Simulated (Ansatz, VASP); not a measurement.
**One calculation of MgRh, two programs**

File INCAR:

```
SYSTEM = MgRh
PREC = Accurate ; ENCUT = 520
EDIFF = 1E-7 ; ISMEAR = 1
SIGMA = 0.1 ; LREAL = .FALSE.
LASPH = .TRUE. ; NELM = 100
ALGO = Normal ; ISIF = 2
LWAVE = .FALSE. ; LCHARG = .FALSE.
GGA = CA ; NBANDS = 16
```

Contents of KPOINTS:

```
Automatic mesh
0
G
  7 7 7
  0 0 0
```

Contents of POSCAR:

```
MgRh
1.0
    3.0359332681      0.0000000000      0.0000000000
    0.0000000000      3.0359332681      0.0000000000
    0.0000000000      0.0000000000      3.0359332681
Mg Rh
1 1
Direct
    0.0000000000      0.0000000000      0.0000000000
    0.5000000000      0.5000000000      0.5000000000
```

Input for Ansatz:

```yaml
crystal:
  lattice:
    - [3.0359332681312683, 0.0, 0.0]
    - [0.0, 3.0359332681312683, 0.0]
    - [0.0, 0.0, 3.0359332681312683]
  atoms:
    - { symbol: Mg, position: [0.0, 0.0, 0.0] }
    - { symbol: Rh, position: [0.5, 0.5, 0.5] }
basis:
  ecutwfc: 500.0
kpoints:
  mp_grid:
    grid: [7, 7, 7]
hamiltonian:
  xc: lda
scf:
  mixing:
    algorithm: msr1
    beta: 0.2
    ndim: 8
  occupations:
    method: cold
output:
  stress: true
```

Alike in both runs: task single point; functional LDA; k mesh 7 × 7 × 7; no spin polarisation.

|  | VASP | Ansatz |
| --- | --- | --- |
| version | VASP 6.6.1 | Ansatz 0.2.0 |
| potentials or method | VASP PAW LDA potentials, release 64 (Mg, Rh_pv), cutoff 520 eV | plane waves, PAW |
| occupations | methfessel-paxton of order 1, width 0.1 eV | cold |
| valence electrons in the cell | 17 | 27 |

```tsv
	VASP	Ansatz	Ansatz less VASP
pressure (GPa)	1.4	1.7	+0.30
```

LDA's correlation is that of Perdew and Zunger in VASP and of Perdew and Wang (1992) in Ansatz. VASP's potentials hold 17 valence electrons a cell and Ansatz's 27, so a difference there can come from the potentials and not from the codes.
